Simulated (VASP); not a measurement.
# SiO2 (P4_2/mnm) in VASP: further runs, part 2 of 2

VASP 6.6.1. The steps go on from the part before.

**3. Electric field gradients, PBEsol (equal xx and yy strain of +2 %)**

INCAR

```
PREC     = Accurate       # precision mode
ENCUT    = 520            # plane-wave cutoff, eV
EDIFF    = 1E-8           # SCF threshold, eV
ISMEAR   = -1             # smearing method
SIGMA    = 0.03           # smearing width, eV
LREAL    = F              # projectors in reciprocal space
LASPH    = T              # aspherical terms in the spheres
NELM     = 60             # most SCF steps
ALGO     = Normal         # electronic algorithm
ISIF     = 2              # what is computed and relaxed
LWAVE    = F              # write WAVECAR
LCHARG   = F              # write CHGCAR
GGA      = PS             # functional
LEFG     = T            
NBANDS   = 25             # bands
```

KPOINTS

```
Automatic mesh
0
Gamma
  6 6 9
```

POSCAR

```
SiO2
1.0
    4.2637020000      0.0000000000      0.0000000000
    0.0000000000      4.2637020000      0.0000000000
    0.0000000000      0.0000000000      2.6678000000
Si O
2 4
Direct
    0.0000000000      0.0000000000      0.0000000000
    0.5000000000      0.5000000000      0.5000000000
    0.3067000000      0.3067000000      0.0000000000
    0.1933000000      0.8067000000      0.5000000000
    0.6933000000      0.6933000000      0.0000000000
    0.8067000000      0.1933000000      0.5000000000
```

Potentials or basis: VASP PAW PBE potentials, release 64 (Si, O).

Started as:

```console
$ cat potpaw_PBE.64/Si/POTCAR potpaw_PBE.64/O/POTCAR > POTCAR
$ mpirun -np 1 vasp_std > vasp.out
```

OUTCAR:

```text
PREC = Accurate
   ENCUT = 520
   EDIFF = 1E-8
   ISMEAR = -1
   LREAL = F
   LASPH = T
   NELM = 60
   ISIF = 2
   GGA = PS

 ion  position               nearest neighbor table
   1  0.000  0.000  0.000-   4 1.77   6 1.77   4 1.77   6 1.77   5 1.85   3 1.85
   2  0.500  0.500  0.500-   3 1.77   5 1.77   3 1.77   5 1.77   4 1.85   6 1.85
   3  0.307  0.307  0.000-   2 1.77   2 1.77   1 1.85
   4  0.193  0.807  0.500-   1 1.77   1 1.77   2 1.85
   5  0.693  0.693  0.000-   2 1.77   2 1.77   1 1.85
   6  0.807  0.193  0.500-   1 1.77   1 1.77   2 1.85

  LATTYP: Found a simple tetragonal cell.
 ALAT       =     4.2637020000
 C/A-ratio  =     0.6257003890

  Lattice vectors:

 A1 = (   4.2637020000,   0.0000000000,   0.0000000000)
 A2 = (   0.0000000000,   4.2637020000,   0.0000000000)
 A3 = (   0.0000000000,   0.0000000000,   2.6678000000)

Analysis of symmetry for initial positions (statically):
=====================================================================
 Subroutine PRICEL returns:
 Original cell was already a primitive cell.

 Routine SETGRP: Setting up the symmetry group for a
 simple tetragonal supercell.

 Subroutine GETGRP returns: Found 16 space group operations
 (whereof  8 operations were pure point group operations)
 out of a pool of 16 trial point group operations.

The static configuration has the point symmetry D_2h.
 The point group associated with its full space group is D_4h.

Analysis of symmetry for dynamics (positions and initial velocities):
=====================================================================
 Subroutine PRICEL returns:
 Original cell was already a primitive cell.

 Routine SETGRP: Setting up the symmetry group for a
 simple tetragonal supercell.

 Subroutine GETGRP returns: Found 16 space group operations
 (whereof  8 operations were pure point group operations)
 out of a pool of 16 trial point group operations.

The dynamic configuration has the point symmetry D_2h.
 The point group associated with its full space group is D_4h.

 Subroutine INISYM returns: Found 16 space group operations
 (whereof  8 operations are pure point group operations),
 and found     1 'primitive' translations

----------------------------------------------------------------------------------------

                                     Primitive cell

  volume of cell :      48.4983

  direct lattice vectors                    reciprocal lattice vectors
     4.263702000  0.000000000  0.000000000     0.234537967  0.000000000  0.000000000
     0.000000000  4.263702000  0.000000000     0.000000000  0.234537967  0.000000000
     0.000000000  0.000000000  2.667800000     0.000000000  0.000000000  0.374840693

  length of vectors
     4.263702000  4.263702000  2.667800000     0.234537967  0.234537967  0.374840693

  position of ions in fractional coordinates (direct lattice)
     0.000000000  0.000000000  0.000000000
     0.500000000  0.500000000  0.500000000
     0.306700000  0.306700000  0.000000000
     0.193300000  0.806700000  0.500000000
[... 106 lines left out ...]
  Thomas-Fermi vector in A             =   2.545629
   LORBIT       =      0    0 simple, 1 ext, 2 COOP (PROOUT), +10 PAW based schemes
   GGA     = PS    functional components
   LHFCALC =     F    Hartree Fock is set to
   AEXX    =    0.0000 exact exchange contribution
   IVDW    =     0    specifies the selected vdW correction
   LEPSILON=     F    determine dielectric tensor
   LRPA    =     F    only Hartree local field effects (RPA)
 non-spin polarized calculation
  energy-cutoff  :      520.00
  volume of cell :       48.50
 maximum number of plane-waves:      1332
 NGX is ok and might be reduce to    32
   NGX = 15   NGY = 15   NGZ =  9

 number of electron      32.0000001 magnetization

 Free energy of the ion-electron system (eV)
  ---------------------------------------------------
  ext. energy  EPLUGINS =         0.00000000
  ---------------------------------------------------
  free energy    TOTEN  =       -48.94593451 eV

  energy without entropy =      -48.94593451  energy(sigma->0) =      -48.94593451

 E-fermi :   8.2177     XC(G=0): -12.3089

 val. band max:        7.5745660526   @ k =   0.0000   0.0000   0.0000
 cond. band min:      12.5353902768   @ k =   0.0000   0.0000   0.0000
 fundamental gap:      4.9608242242
 Fermi energy:         8.2176826496

 k-point     1 :       0.0000    0.0000    0.0000
  band No.  band energies     occupation
      1     -14.5865      2.00000
      2     -11.1307      2.00000
      3     -11.1307      2.00000
      4     -10.9848      2.00000
      5      -3.0711      2.00000
      6       1.2286      2.00000
[... 661 lines left out ...]
     24      20.0926      0.00000
     25      21.1007      0.00000

 [... further k-points ...]

------------------------ aborting loop because EDIFF is reached ----------------------------------------

  FORCE on cell =-STRESS in cart. coord.  units (eV):
  Direction    XX          YY          ZZ          XY          YZ          ZX
  --------------------------------------------------------------------------------------
  -------------------------------------------------------------------------------------
  Total       -2.7502994     -2.7502994     -0.5145319      0.0000000      0.0000000      0.0000000
  in kB      -90.8580884    -90.8580884    -16.9979263      0.0000000      0.0000000      0.0000000
  external PRESSURE =     -66.2380344 kB  Pullay stress =       0.0000000 kB

 VOLUME and BASIS-vectors are now :
 -----------------------------------------------------------------------------
  energy-cutoff  :      520.00
  volume of cell :       48.50
      direct lattice vectors                 reciprocal lattice vectors
     4.263702000  0.000000000  0.000000000     0.234537967  0.000000000  0.000000000
     0.000000000  4.263702000  0.000000000     0.000000000  0.234537967  0.000000000
     0.000000000  0.000000000  2.667800000     0.000000000  0.000000000  0.374840693

 POSITION                                       TOTAL-FORCE (eV/Angst)
 -----------------------------------------------------------------------------------
      0.00000      0.00000      0.00000        -0.000000     -0.000000     -0.000000
      2.13185      2.13185      1.33390        -0.000000     -0.000000     -0.000000
      1.30768      1.30768      0.00000         0.124578      0.124578      0.000000
      0.82417      3.43953      1.33390        -0.124578      0.124578      0.000000
      2.95602      2.95602      0.00000        -0.124578     -0.124578     -0.000000
      3.43953      0.82417      1.33390         0.124578     -0.124578     -0.000000
 -----------------------------------------------------------------------------------
    total drift:                                0.000000      0.000000      0.000000

  FREE ENERGIE OF THE ION-ELECTRON SYSTEM (eV)
  ---------------------------------------------------
  free  energy   TOTEN  =       -48.9459345099 eV

  energy  without entropy=      -48.9459345099  energy(sigma->0) =      -48.94593451

 Electric field gradients (V/A^2)
---------------------------------------------------------------------
 ion       V_xx      V_yy      V_zz      V_xy      V_xz      V_yz
---------------------------------------------------------------------
   1      10.325    10.325   -20.651    18.700     0.000    -0.000
   2      10.325    10.325   -20.651   -18.700     0.000     0.000
   3     -22.400   -22.400    44.801    87.696    -0.000     0.000
   4     -22.400   -22.400    44.801   -87.696     0.000     0.000
   5     -22.400   -22.400    44.801    87.696    -0.000    -0.000
   6     -22.400   -22.400    44.801   -87.696     0.000    -0.000
---------------------------------------------------------------------

 Electric field gradients after diagonalization (V/A^2)
 (convention: |V_zz| > |V_xx| > |V_yy|)
----------------------------------------------------------------------
 ion       V_xx      V_yy      V_zz     asymmetry (V_yy - V_xx)/ V_zz
----------------------------------------------------------------------
   1     -20.651    -8.374    29.025       0.423
   2     -20.651    -8.374    29.025       0.423
   3      65.295    44.801  -110.096       0.186
   4      65.295    44.801  -110.096       0.186
   5      65.295    44.801  -110.096       0.186
   6      65.295    44.801  -110.096       0.186
----------------------------------------------------------------------

           NMR quadrupolar parameters

 Cq : quadrupolar parameter    Cq=e*Q*V_zz/h
 eta: asymmetry parameters     (V_yy - V_xx)/ V_zz
 Q  : nuclear electric quadrupole moment in mb (millibarn)
----------------------------------------------------------------------
 ion       Cq(MHz)       eta       Q (mb)
----------------------------------------------------------------------
   1       0.070       0.423       1.000
   2       0.070       0.423       1.000
   3      -0.266       0.186       1.000
   4      -0.266       0.186       1.000
   5      -0.266       0.186       1.000
   6      -0.266       0.186       1.000
----------------------------------------------------------------------
```

Run time: 77 s. Hardware: 1 thread of Intel Xeon 8259CL, shared host; peak memory 0.18 GiB.

Results:

```
Free energy                             : -48.9459 eV
Pressure                                : -6.6 GPa
Largest force                           : 0.176 eV/Å
Band gap on the k mesh                  : 4.96 eV
Largest electric field gradient by atom : Si +29.0; O -110.1 V/Å²
```

Forces in eV/Å, atoms in the order of the input:
```
Si   0.000  0.000  0.000
Si   0.000  0.000  0.000
O    0.125  0.125  0.000
O   -0.125  0.125  0.000
O   -0.125 -0.125  0.000
O    0.125 -0.125  0.000
```

Electric field gradients, principal values (V/Å²):
| atom | least | middle | greatest (by size) |
| --- | --- | --- | --- |
| 1 Si | -8.374 | -20.651 | 29.025 |
| 2 Si | -8.374 | -20.651 | 29.025 |
| 3 O | 44.801 | 65.295 | -110.096 |
| 4 O | 44.801 | 65.295 | -110.096 |
| 5 O | 44.801 | 65.295 | -110.096 |
| 6 O | 44.801 | 65.295 | -110.096 |

Caveat: the cell differs from its parent crystal (equal xx and yy strain of +2 %); the stress differs along the axes, from -9 to -2 GPa; without QUAD_EFG the Cq values of the log hold for a quadrupole moment of 1 mb, not for the nuclei; the PAW data sets were made with another functional, which shifts forces and pressure a little. A k mesh can miss the band edges.

**4. Electric field gradients, PBEsol (equal xx and yy strain of +3 %)**

INCAR

```
  ALGO = Normal
  EDIFF = 1E-8
  ENCUT = 520
  GGA = PS
  ISIF = 2
  ISMEAR = -1
  LASPH = T
  LCHARG = F
  LEFG = T
  LREAL = F
  LWAVE = F
  NBANDS = 25
  NELM = 80
  PREC = Accurate
  SIGMA = 0.03
```

KPOINTS

```
k-points
0
Gamma
  6 6 9
```

POSCAR, as its differences from that of step 3:

```diff
@@ -2,4 +2,4 @@
 1.0
-    4.2637020000      0.0000000000      0.0000000000
-    0.0000000000      4.2637020000      0.0000000000
+    4.3055030000      0.0000000000      0.0000000000
+    0.0000000000      4.3055030000      0.0000000000
     0.0000000000      0.0000000000      2.6678000000
```

Potentials or basis: VASP PAW PBE potentials, release 64 (Si, O).

Started as:

```console
$ cat potpaw_PBE.64/Si/POTCAR potpaw_PBE.64/O/POTCAR > POTCAR
$ mpirun -np 1 vasp_std > vasp.out
```

OUTCAR:

```text
EDIFF = 1E-8
   ENCUT = 520
   GGA = PS
   ISIF = 2
   ISMEAR = -1
   LASPH = T
   LREAL = F
   NELM = 80
   PREC = Accurate

 ion  position               nearest neighbor table
   1  0.000  0.000  0.000-   4 1.78   6 1.78   4 1.78   6 1.78   5 1.87   3 1.87
   2  0.500  0.500  0.500-   3 1.78   5 1.78   3 1.78   5 1.78   4 1.87   6 1.87
   3  0.307  0.307  0.000-   2 1.78   2 1.78   1 1.87
   4  0.193  0.807  0.500-   1 1.78   1 1.78   2 1.87
   5  0.693  0.693  0.000-   2 1.78   2 1.78   1 1.87
   6  0.807  0.193  0.500-   1 1.78   1 1.78   2 1.87

  LATTYP: Found a simple tetragonal cell.
 ALAT       =     4.3055030000
 C/A-ratio  =     0.6196256279

  Lattice vectors:

 A1 = (   4.3055030000,   0.0000000000,   0.0000000000)
 A2 = (   0.0000000000,   4.3055030000,   0.0000000000)
 A3 = (   0.0000000000,   0.0000000000,   2.6678000000)

Analysis of symmetry for initial positions (statically):
=====================================================================
 Subroutine PRICEL returns:
 Original cell was already a primitive cell.

 Routine SETGRP: Setting up the symmetry group for a
 simple tetragonal supercell.

 Subroutine GETGRP returns: Found 16 space group operations
 (whereof  8 operations were pure point group operations)
 out of a pool of 16 trial point group operations.

The static configuration has the point symmetry D_2h.
 The point group associated with its full space group is D_4h.

[... 854 lines left out ...]
  -------------------------------------------------------------------------------------
  Total       -4.5613626     -4.5613626     -1.4913227      0.0000000      0.0000000      0.0000000
  in kB     -147.7760720   -147.7760720    -48.3149081      0.0000000      0.0000000      0.0000000
  external PRESSURE =    -114.6223507 kB  Pullay stress =       0.0000000 kB

 VOLUME and BASIS-vectors are now :
 -----------------------------------------------------------------------------
  energy-cutoff  :      520.00
  volume of cell :       49.45
      direct lattice vectors                 reciprocal lattice vectors
     4.305503000  0.000000000  0.000000000     0.232260900  0.000000000  0.000000000
     0.000000000  4.305503000  0.000000000     0.000000000  0.232260900  0.000000000
     0.000000000  0.000000000  2.667800000     0.000000000  0.000000000  0.374840693

 POSITION                                       TOTAL-FORCE (eV/Angst)
 -----------------------------------------------------------------------------------
      0.00000      0.00000      0.00000         0.000000      0.000000      0.000000
      2.15275      2.15275      1.33390         0.000000      0.000000      0.000000
      1.32050      1.32050      0.00000         0.276374      0.276374     -0.000000
      0.83225      3.47325      1.33390        -0.276374      0.276374     -0.000000
      2.98501      2.98501      0.00000        -0.276374     -0.276374      0.000000
      3.47325      0.83225      1.33390         0.276374     -0.276374      0.000000
 -----------------------------------------------------------------------------------
    total drift:                                0.000000      0.000000      0.000000

  FREE ENERGIE OF THE ION-ELECTRON SYSTEM (eV)
  ---------------------------------------------------
  free  energy   TOTEN  =       -48.8764807924 eV

  energy  without entropy=      -48.8764807924  energy(sigma->0) =      -48.87648079

 Electric field gradients (V/A^2)
---------------------------------------------------------------------
 ion       V_xx      V_yy      V_zz      V_xy      V_xz      V_yz
---------------------------------------------------------------------
   1      10.809    10.809   -21.618    21.178     0.000     0.000
   2      10.809    10.809   -21.618   -21.178     0.000     0.000
   3     -21.964   -21.964    43.928    89.706    -0.000     0.000
   4     -21.964   -21.964    43.928   -89.706     0.000     0.000
   5     -21.964   -21.964    43.928    89.706    -0.000    -0.000
   6     -21.964   -21.964    43.928   -89.706     0.000    -0.000
---------------------------------------------------------------------

 Electric field gradients after diagonalization (V/A^2)
 (convention: |V_zz| > |V_xx| > |V_yy|)
----------------------------------------------------------------------
 ion       V_xx      V_yy      V_zz     asymmetry (V_yy - V_xx)/ V_zz
----------------------------------------------------------------------
   1     -21.618   -10.369    31.987       0.352
   2     -21.618   -10.369    31.987       0.352
   3      67.742    43.928  -111.670       0.213
   4      67.742    43.928  -111.670       0.213
   5      67.742    43.928  -111.670       0.213
   6      67.742    43.928  -111.670       0.213
----------------------------------------------------------------------

           NMR quadrupolar parameters

 Cq : quadrupolar parameter    Cq=e*Q*V_zz/h
 eta: asymmetry parameters     (V_yy - V_xx)/ V_zz
 Q  : nuclear electric quadrupole moment in mb (millibarn)
----------------------------------------------------------------------
 ion       Cq(MHz)       eta       Q (mb)
----------------------------------------------------------------------
   1       0.077       0.352       1.000
   2       0.077       0.352       1.000
   3      -0.270       0.213       1.000
   4      -0.270       0.213       1.000
   5      -0.270       0.213       1.000
   6      -0.270       0.213       1.000
----------------------------------------------------------------------
```

OSZICAR:

```text
N       E                     dE             d eps       ncg     rms          rms(c)
DAV:   1     0.131816541715E+03    0.13182E+03   -0.17403E+04  2508   0.122E+03
DAV:   2    -0.461122905787E+02   -0.17793E+03   -0.17020E+03  3238   0.274E+02
DAV:   3    -0.529216996738E+02   -0.68094E+01   -0.67782E+01  3324   0.514E+01
DAV:   4    -0.529661566375E+02   -0.44457E-01   -0.44444E-01  2934   0.482E+00
DAV:   5    -0.529665341254E+02   -0.37749E-03   -0.37742E-03  3349   0.423E-01    0.161E+01
DAV:   6    -0.488925784455E+02    0.40740E+01   -0.11458E+01  3185   0.224E+01    0.759E+00
DAV:   7    -0.488873779373E+02    0.52005E-02   -0.61664E-01  3120   0.446E+00    0.286E+00
DAV:   8    -0.488764825403E+02    0.10895E-01   -0.25320E-02  3203   0.137E+00    0.971E-01
DAV:   9    -0.488763945908E+02    0.87950E-04   -0.57808E-03  3262   0.637E-01    0.252E-01
DAV:  10    -0.488764980254E+02   -0.10343E-03   -0.42791E-04  3178   0.149E-01    0.475E-02
DAV:  11    -0.488764806288E+02    0.17397E-04   -0.62162E-05  3260   0.567E-02    0.135E-02
DAV:  12    -0.488764806837E+02   -0.54892E-07   -0.48272E-06  3111   0.153E-02    0.346E-03
DAV:  13    -0.488764807972E+02   -0.11349E-06   -0.33209E-07  3254   0.410E-03    0.311E-03
DAV:  14    -0.488764807762E+02    0.21034E-07   -0.33546E-08  3181   0.123E-03    0.762E-04
DAV:  15    -0.488764807868E+02   -0.10658E-07   -0.62645E-09  2093   0.623E-04    0.137E-04
DAV:  16    -0.488764807924E+02   -0.55620E-08   -0.15355E-09  1784   0.267E-04
   1 F= -.48876481E+02 E0= -.48876481E+02  d E =-.327895E-11
```

Run time: 75 s. Hardware: 1 thread of Intel Xeon 8259CL, shared host; peak memory 0.18 GiB.

Results:

```yaml
Free_energy: -48.8765 eV
Pressure: -11.5 GPa
Largest_force: 0.391 eV/Å
Band_gap_on_the_k_mesh: 4.66 eV
Largest_electric_field_gradient_by_atom: Si +32.0; O -111.7 V/Å²
```

Forces on the atoms (eV/Å):
```
Si   0.000  0.000  0.000
Si   0.000  0.000  0.000
O    0.276  0.276  0.000
O   -0.276  0.276  0.000
O   -0.276 -0.276  0.000
O    0.276 -0.276  0.000
```

Electric field gradients, principal values (V/Å²):
```csv
atom,least,middle,greatest (by size)
1 Si,-10.369,-21.618,31.987
2 Si,-10.369,-21.618,31.987
3 O,43.928,67.742,-111.670
4 O,43.928,67.742,-111.670
5 O,43.928,67.742,-111.670
6 O,43.928,67.742,-111.670
```

Caveat: the cell differs from its parent crystal (equal xx and yy strain of +3 %); the stress differs along the axes, from -15 to -5 GPa; without QUAD_EFG the Cq values of the log hold for a quadrupole moment of 1 mb, not for the nuclei; the PAW data sets were made with another functional, which shifts forces and pressure a little. A k mesh can miss the band edges.

**5. The runs side by side**

| cell | gap on the mesh (eV) | pressure (GPa) | largest force (eV/Å) |
| --- | --- | --- | --- |
| a = 4.222, b = 4.222, c = 2.668 Å, 6 atoms | 5.27 | -1.3 | 0.03 |
| a = 4.264, b = 4.264, c = 2.668 Å, 6 atoms | 4.96 | -6.6 | 0.18 |
| a = 4.306, b = 4.306, c = 2.668 Å, 6 atoms | 4.66 | -11.5 | 0.39 |

Alike in all rows: task electric field gradients; level PBEsol; potentials or basis VASP PAW PBE potentials, release 64 (Si, O); no spin polarisation; k mesh 6 × 6 × 9; cutoff (eV) 520; smearing fermi-dirac 0.03 eV.

Caveats: the PAW data sets were made with another functional, which shifts forces and pressure a little; the stress differs along the axes, from -9 to -2 GPa (at least some runs); the stress differs along the axes, from -15 to -5 GPa (at least some runs).

Total energies depend on the potentials used, so only differences within one code and one set of settings carry meaning.
